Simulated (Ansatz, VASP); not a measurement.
InO in VASP and in Ansatz

INCAR

```
SYSTEM = InO
  PREC = Accurate
  ENCUT = 520
  EDIFF = 1E-7
  ISMEAR = 0
  SIGMA = 0.03
  LREAL = .False.
  LASPH = .True.
  NELM = 60
  ALGO = Normal
  ISIF = 2
  LWAVE = .False.
  LCHARG = .False.
  NBANDS = 27
```

File KPOINTS:

```
Automatic mesh
0
Gamma
  12 12 4
  0 0 0
```

Contents of POSCAR:

```
InO
1.0
    3.6458667838      0.0000000000      0.0000000000
   -1.8229333919      3.1574132536      0.0000000000
    0.0000000000      0.0000000000     14.2467935377
In O
2 2
Direct
    0.6666666667      0.3333333333      0.5900210000
    0.6666666667      0.3333333333      0.4099790000
    0.0000000000      0.0000000000      0.6398670000
    0.0000000000      0.0000000000      0.3601330000
```

Input for Ansatz:

```yaml
crystal:
  lattice:
    - [3.6458667838, 0.0, 0.0]
    - [-1.8229333919, 3.1574132536, 0.0]
    - [0.0, 0.0, 14.2467935377]
  atoms:
    - { symbol: In, position: [0.6666666667, 0.3333333333, 0.590021] }
    - { symbol: In, position: [0.6666666667, 0.3333333333, 0.409979] }
    - { symbol: O, position: [0.0, 0.0, 0.639867] }
    - { symbol: O, position: [0.0, 0.0, 0.360133] }
basis:
  ecutwfc: 420
kpoints:
  mp_grid: { grid: [12, 12, 4] }
hamiltonian:
  xc: lda
scf:
  occupations: { method: gaussian, width: 0.03 }
output:
  forces: true
  stress: true
  eigenvalues: true
```

Alike in both runs: task single point; functional LDA; k mesh 12 × 12 × 4; occupations gaussian, width 0.03 eV; no spin polarisation.

|  | VASP | Ansatz |
| --- | --- | --- |
| version | VASP 6.6.1 | Ansatz 0.2.0 |
| potentials or method | VASP PAW LDA potentials, release 64 (In_d, O), cutoff 520 eV | scalar-relativistic, plane waves, PAW |
| valence electrons in the cell | 38 | 38 |

VASP gave:

| Item | Value |
| --- | --- |
| gap on the k mesh at the Fermi level (eV) | 0.15 |
| least direct gap on the mesh (eV) | 0.75 |
| rms of the force components (eV/Å) | 0.917 |

**Question.** What did Ansatz give for the same quantities?

**Answer.** gap on the k mesh at the Fermi level (eV): 0.16; least direct gap on the mesh (eV): 0.74; rms of the force components (eV/Å): 0.919.

LDA's correlation is that of Perdew and Zunger in VASP and of Perdew and Wang (1992) in Ansatz. Atom by atom the forces differ by 0.012 eV/Å (rms over components).
